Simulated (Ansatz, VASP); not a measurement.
**MgS in VASP and in Ansatz**

```
CELL_PARAMETERS angstrom
0.00000 2.99507 2.83088
2.99507 0.00000 2.83088
2.99507 2.99507 0.00000
ATOMIC_POSITIONS crystal
Mg 0.00000 0.00000 0.00000
S 0.25000 0.25000 0.25000
```

Change from the starting cell: biaxial_xy strain +5.8%.

Alike in both runs: task single point; functional HSE06; k mesh 6 × 6 × 6; no spin polarisation.

|  | VASP | Ansatz |
| --- | --- | --- |
| version | VASP 6.6.1 | Ansatz 0.2.0 |
| potentials or method | VASP PAW PBE potentials, release 64 (Mg, S) | plane waves, PAW |
| plane-wave cutoff (eV) | 520 | 420 |
| occupations | gaussian, width 0.01 eV | fixed |
| valence electrons in the cell | 8 | 16 |

Ansatz gave:

```
gap on the k mesh at the Fermi level (eV)                     : 3.85
pressure (GPa)                                                : -5.4
traceless stress, the component that is largest in VASP (GPa) : 0.95
```

What did VASP give for the same quantities?

gap on the k mesh at the Fermi level (eV): 3.83; pressure (GPa): -5.5; traceless stress, the component that is largest in VASP (GPa): 0.96.

VASP's potentials hold 8 valence electrons a cell and Ansatz's 16, so a difference there can come from the potentials and not from the codes. Ansatz's warnings: stress exchange threshold loose, stress scf threshold loose.
